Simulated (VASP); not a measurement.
# HC12 (a cell with a defect) in VASP: single point with LDA

Aim: the single point of HC12 (a cell with a defect) with LDA.

Program: VASP 6.6.1. These are calculated values, not measurements. Logs are shortened: lines on timing, memory, paths and dates and some standing lists are left out, and cuts for length are marked.

### Step 1. The cell of the first run

The cell holds a defect, 13 atoms: a = 4.325 Å, b = 4.325 Å, c = 4.325 Å, α = 80.41°, β = 70.53°, γ = 60.00°.

### Step 2. Single point, LDA

Contents of INCAR:

```
SYSTEM = HC12
PREC = Accurate
ENCUT = 520
EDIFF = 1E-6
ISMEAR = 0
SIGMA = 0.05
LREAL = .False.
LASPH = .True.
NELM = 60
ALGO = Normal
ISIF = 2
LWAVE = .False.
LCHARG = .True.
GGA = CA
LELF = .True.
LVHAR = .True.
NELECT = 48.0
NBANDS = 36
```

Contents of KPOINTS:

```
Automatic mesh
0
Gamma
  6 6 6
  0 0 0
```

Contents of POSCAR:

```
HC12
1.0
    1.7657489870     -3.5314979740     -1.7657489870
    3.5314979740     -1.7657489870      1.7657489870
   -1.7657489870     -3.5314979740      1.7657489870
C H
12 1
Direct
    0.2500000000      1.0000000000      0.2500000000
    0.0833333333      0.3333333333      0.7500000000
    0.9166666667      0.6666666667      0.2500000000
    0.7500000000      1.0000000000      0.7500000000
    0.5833333333      0.3333333333      0.2500000000
    0.4166666667      0.6666666667      0.7500000000
    0.9583333333      0.3333333333      0.1250000000
    0.7916666667      0.6666666667      0.6250000000
    0.6250000000      1.0000000000      0.1250000000
    0.4583333333      0.3333333333      0.6250000000
    0.2916666667      0.6666666667      0.1250000000
    0.1250000000      1.0000000000      0.6250000000
    1.0555555556      0.3055555556      0.2500000000
```

Potentials or basis: VASP PAW LDA potentials, release 64 (C, H).

Started as:

```console
cat potpaw_LDA.64/C/POTCAR potpaw_LDA.64/H/POTCAR > POTCAR
mpirun -np 1 vasp_std > vasp.out
```

OUTCAR:

```text
SYSTEM = HC12
   PREC = Accurate
   ENCUT = 520
   EDIFF = 1E-6
   ISMEAR = 0
   LREAL = .False.
   LASPH = .True.
   NELM = 60
   ISIF = 2
   GGA = CA
   NELECT = 48.0

 ion  position               nearest neighbor table
   1  0.250  0.000  0.250-  13 1.16  11 1.53   7 1.53  12 1.53   9 1.53
   2  0.083  0.333  0.750-  12 1.53   8 1.53  10 1.53   7 1.53
   3  0.917  0.667  0.250-  13 1.36   9 1.53  11 1.53   8 1.53   7 1.53
   4  0.750  0.000  0.750-   8 1.53   9 1.53  10 1.53  12 1.53
   5  0.583  0.333  0.250-   9 1.53   7 1.53  10 1.53  11 1.53
   6  0.417  0.667  0.750-   8 1.53  11 1.53  12 1.53  10 1.53
   7  0.958  0.333  0.125-  13 0.75   2 1.53   5 1.53   1 1.53   3 1.53
   8  0.792  0.667  0.625-   4 1.53   3 1.53   2 1.53   6 1.53
   9  0.625  0.000  0.125-   5 1.53   3 1.53   4 1.53   1 1.53
  10  0.458  0.333  0.625-   2 1.53   4 1.53   5 1.53   6 1.53
  11  0.292  0.667  0.125-   1 1.53   3 1.53   5 1.53   6 1.53
  12  0.125  0.000  0.625-   2 1.53   1 1.53   4 1.53   6 1.53
  13  0.056  0.306  0.250-   7 0.75   1 1.16   3 1.36

  LATTYP: Found a base centered monoclinic cell.
 ALAT       =     4.3251840320
 B/A-ratio  =     1.7320508076
 C/A-ratio  =     1.0000000000
 COS(beta)  =    -0.3333333333

  Lattice vectors:

 A1 = (   1.7657489870,   1.7657489870,   3.5314979740)
 A2 = (  -3.5314979740,   1.7657489870,  -1.7657489870)
 A3 = (  -1.7657489870,  -3.5314979740,   1.7657489870)

Analysis of symmetry for initial positions (statically):
=====================================================================
 Subroutine PRICEL returns:
 Original cell was already a primitive cell.

 Routine SETGRP: Setting up the symmetry group for a
 base centered monoclinic supercell.

 Subroutine GETGRP returns: Found  1 space group operations
 (whereof  1 operations were pure point group operations)
 out of a pool of  4 trial point group operations.

The static configuration has the point symmetry C_1 .

Analysis of symmetry for dynamics (positions and initial velocities):
=====================================================================
 Subroutine PRICEL returns:
 Original cell was already a primitive cell.

 Routine SETGRP: Setting up the symmetry group for a
 base centered monoclinic supercell.

 Subroutine GETGRP returns: Found  1 space group operations
 (whereof  1 operations were pure point group operations)
 out of a pool of  4 trial point group operations.

The dynamic configuration has the point symmetry C_1 .

 Subroutine INISYM returns: Found  1 space group operations
 (whereof  1 operations are pure point group operations),
 and found     1 'primitive' translations

----------------------------------------------------------------------------------------

                                     Primitive cell

  volume of cell :      66.0645

  direct lattice vectors                    reciprocal lattice vectors
     1.765748987 -3.531497974 -1.765748987     0.047194326 -0.141582978 -0.235971630
     3.531497974 -1.765748987  1.765748987     0.188777304  0.000000000  0.188777304
    -1.765748987 -3.531497974  1.765748987    -0.141582978 -0.141582978  0.141582978

  length of vectors
     4.325184032  4.325184032  4.325184032     0.279205398  0.266971424  0.245228911

  position of ions in fractional coordinates (direct lattice)
     0.250000000  0.000000000  0.250000000
     0.083333333  0.333333333  0.750000000
     0.916666667  0.666666667  0.250000000
     0.750000000  0.000000000  0.750000000
     0.583333333  0.333333333  0.250000000
     0.416666667  0.666666667  0.750000000
     0.958333333  0.333333333  0.125000000
     0.791666667  0.666666667  0.625000000
     0.625000000  0.000000000  0.125000000
     0.458333333  0.333333333  0.625000000
     0.291666667  0.666666667  0.125000000
     0.125000000  0.000000000  0.625000000
     0.055555556  0.305555556  0.250000000

  ion indices of the primitive-cell ions
   primitive index   ion index
                 1           1
                 2           2
                 3           3
                 4           4
                 5           5
                 6           6
                 7           7
                 8           8
                 9           9
                10          10
                11          11
                12          12
                13          13

----------------------------------------------------------------------------------------

 KPOINTS: Automatic mesh

Automatic generation of k-mesh.
 Grid dimensions read from file:
 generate k-points for:    6    6    6

 Generating k-lattice:

  Cartesian coordinates                     Fractional coordinates (reciprocal lattice)
     0.007865721 -0.023597163 -0.039328605     0.166666667 -0.000000000 -0.000000000
     0.031462884  0.000000000  0.031462884     0.000000000  0.166666667  0.000000000
    -0.023597163 -0.023597163  0.023597163     0.000000000  0.000000000  0.166666667

  Length of vectors
     0.046534233  0.044495237  0.040871485

  Shift w.r.t. Gamma in fractional coordinates (k-lattice)
     0.000000000  0.000000000  0.000000000

 Subroutine IBZKPT returns following result:
 ===========================================

 Found    112 irreducible k-points:

 Following reciprocal coordinates:
            Coordinates               Weight
  0.000000  0.000000  0.000000      1.000000
  0.166667  0.000000  0.000000      2.000000
 -0.166667 -0.166667 -0.000000      2.000000
  0.333333 -0.000000  0.000000      2.000000
 -0.333333 -0.333333 -0.000000      2.000000
  0.500000 -0.000000  0.000000      1.000000
[... 16 lines left out ...]
 -0.166667 -0.166667 -0.166667      2.000000
  0.333333 -0.000000  0.166667      2.000000
 [... further k-points ...]
   k-points           NKPTS =    112   k-points in BZ     NKDIM =    112   number of bands    NBANDS=     36
   number of dos      NEDOS =    301   number of ions     NIONS =     13
   total plane-waves  NPLWV =  32768
   dimension x,y,z NGX =    32 NGY =   32 NGZ =   32
   dimension x,y,z NGXF=    64 NGYF=   64 NGZF=   64
   ions per type =              12   1
   NGX,Y,Z   is equivalent  to a cutoff of  12.30, 12.30, 12.30 a.u.
   NGXF,Y,Z  is equivalent  to a cutoff of  24.60, 24.60, 24.60 a.u.
 SYSTEM =  HC12
   PREC   = accura    normal or accurate (medium, high low for compatibility)
   ISTART =      0    job   : 0-new  1-cont  2-samecut
   ICHARG =      2    charge: 1-file 2-atom 10-const
   ISPIN  =      1    spin polarized calculation?
   LNONCOLLINEAR =      F non collinear calculations
   LSORBIT =      F    spin-orbit coupling
   LASPH  =      T    aspherical Exc in radial PAW
   ENCUT  =  520.0 eV  38.22 Ry    6.18 a.u.   8.04  8.04  8.04*2*pi/ulx,y,z
   NELM   =     60;   NELMIN=  2; NELMDL= -5     # of ELM steps
   EDIFF  = 0.1E-05   stopping-criterion for ELM
   LREAL  =      F    real-space projection
[... 7 lines left out ...]
   TEBEG  =    0.0;   TEEND  =   0.0 temperature during run
   PSTRESS=    0.0 pullay stress
   NELECT =      48.0000    total number of electrons
   NUPDOWN=      -1.0000    fix difference up-down
   EMIN   =  10.00;   EMAX   =-10.00  energy-range for DOS
   EFERMI =   0.00;   METHOD = LEGACY
   ISMEAR =     0;   SIGMA  =   0.05  broadening in eV -4-tet -1-fermi 0-gaus
   EFERMI_NEDOS =   21; number of points for ismear=-14 and -15
   IALGO  =     38    algorithm
   IMIX   =      4    mixing-type and parameters
     AMIX     =   0.40;   BMIX     =  1.00
     AMIX_MAG =   1.60;   BMIX_MAG =  1.00
  volume/ion in A,a.u.               =       5.08        34.29
  Fermi-wavevector in a.u.,A,eV,Ry     =   1.471745  2.781195 29.470667  2.166033
  Thomas-Fermi vector in A             =   2.586844
   LORBIT       =      0    0 simple, 1 ext, 2 COOP (PROOUT), +10 PAW based schemes
   GGA     = CA    functional components
   LHFCALC =     F    Hartree Fock is set to
   AEXX    =    0.0000 exact exchange contribution
   IVDW    =     0    specifies the selected vdW correction
   LEPSILON=     F    determine dielectric tensor
   LRPA    =     F    only Hartree local field effects (RPA)
 non-spin polarized calculation
 Gauss-broadening in eV      SIGMA  =   0.05
  energy-cutoff  :      520.00
  volume of cell :       66.06
 maximum number of plane-waves:      1807
   NGX = 17   NGY = 17   NGZ = 17

 number of electron      47.9999999 magnetization

 Free energy of the ion-electron system (eV)
  ---------------------------------------------------
  ext. energy  EPLUGINS =         0.00000000
  ---------------------------------------------------
  free energy    TOTEN  =      -126.86074380 eV

  energy without entropy =     -126.86074380  energy(sigma->0) =     -126.86074380

 E-fermi :  10.6429     XC(G=0): -13.6272

 val. band max:       10.3225088035   @ k =   0.0000   0.0000   0.0000
 cond. band min:      13.6093867549   @ k =   0.0000   0.5000   0.0000
 fundamental gap:      3.2868779514
 Fermi energy:        10.6428984461

 k-point     1 :       0.0000    0.0000    0.0000
  band No.  band energies     occupation
      1     -12.8323      2.00000
      2      -8.1536      2.00000
      3      -4.7853      2.00000
      4      -4.2601      2.00000
      5      -3.6475      2.00000
      6      -3.4176      2.00000
[... 28 lines left out ...]
     35      20.2213      0.00000
     36      20.6407      0.00000

 k-point     2 :       0.1667    0.0000    0.0000
  band No.  band energies     occupation
      1     -12.6653      2.00000
      2      -8.2919      2.00000
      3      -5.3667      2.00000
      4      -4.7842      2.00000
      5      -4.4394      2.00000
      6      -3.3093      2.00000
[... 28 lines left out ...]
     35      20.2105      0.00000
     36      20.3936      0.00000
[... 817 lines left out ...]
     35      20.4683      0.00000
     36      21.4143      0.00000

 k-point    24 :       0.3333   -0.0000    0.1667
  band No.  band energies     occupation
      1     -12.2674      2.00000
      2      -8.5476      2.00000
      3      -6.0646      2.00000
      4      -5.3124      2.00000
      5      -4.9790      2.00000
      6      -4.3965      2.00000
[... 28 lines left out ...]
     35      19.6447      0.00000
     36      20.4111      0.00000

 [... further k-points ...]
[... 5 lines left out ...]
  --------------------------------------------------------------------------------------
  -------------------------------------------------------------------------------------
  Total       -6.7107811     13.9746571     -7.4160644      5.2265162      0.6001128      3.5135233
  in kB     -162.7479437    338.9093891   -179.8522735    126.7519758     14.5537632     85.2089616
  external PRESSURE =      -1.2302760 kB  Pullay stress =       0.0000000 kB

 VOLUME and BASIS-vectors are now :
 -----------------------------------------------------------------------------
  energy-cutoff  :      520.00
  volume of cell :       66.06
      direct lattice vectors                 reciprocal lattice vectors
     1.765748987 -3.531497974 -1.765748987     0.047194326 -0.141582978 -0.235971630
     3.531497974 -1.765748987  1.765748987     0.188777304  0.000000000  0.188777304
    -1.765748987 -3.531497974  1.765748987    -0.141582978 -0.141582978  0.141582978

 POSITION                                       TOTAL-FORCE (eV/Angst)
 -----------------------------------------------------------------------------------
      0.00000     -1.76575      0.00000        -4.042408     -1.947361     -4.176809
     -0.00000     -3.53150      1.76575         0.444118     -0.358239     -0.634542
      3.53150     -5.29725     -0.00000         2.102493     -1.085759      2.397622
      0.00000     -5.29725      0.00000         0.176207      0.289581     -0.199273
      1.76575     -3.53150      0.00000        -0.446285     -0.645607      0.415758
      1.76575     -5.29725      1.76575         0.240920      0.249605     -0.236506
      2.64862     -4.41437     -0.88287         7.430478     37.185093      0.670644
      2.64862     -6.18012      0.88287        -0.441181     -0.288021      0.471400
      0.88287     -2.64862     -0.88287         0.389634      0.500649     -0.475720
      0.88287     -4.41437      0.88287        -0.115521     -0.231095      0.127160
      2.64862     -2.64862      0.88287         0.537207      0.747340     -0.209280
     -0.88287     -2.64862      0.88287        -0.563190     -0.360796      0.504206
      0.73573     -1.61860      0.88287        -5.712472    -34.055391      1.345339
 -----------------------------------------------------------------------------------
    total drift:                                0.000007      0.000083     -0.000097

  FREE ENERGIE OF THE ION-ELECTRON SYSTEM (eV)
  ---------------------------------------------------
  free  energy   TOTEN  =      -126.8607437967 eV

  energy  without entropy=     -126.8607437967  energy(sigma->0) =     -126.86074380
```

Wall time 4.5 min (1 thread of Intel Xeon 8259CL, shared host); peak memory 0.28 GiB.

Results:

```
Free energy   : -126.8607 eV
Largest force : 37.926 eV/Å
```

Forces on the atoms (eV/Å):
```
C    -4.042  -1.947  -4.177
C     0.444  -0.358  -0.635
C     2.102  -1.086   2.398
C     0.176   0.290  -0.199
C    -0.446  -0.646   0.416
C     0.241   0.250  -0.237
C     7.430  37.185   0.671
C    -0.441  -0.288   0.471
C     0.390   0.501  -0.476
C    -0.116  -0.231   0.127
C     0.537   0.747  -0.209
C    -0.563  -0.361   0.504
H    -5.712 -34.055   1.345
```

Caveat: the cell carries a net charge on a neutralising background, which shifts energy and pressure; the cell is charged against a uniform background, so pressure and absolute levels hang on convention.
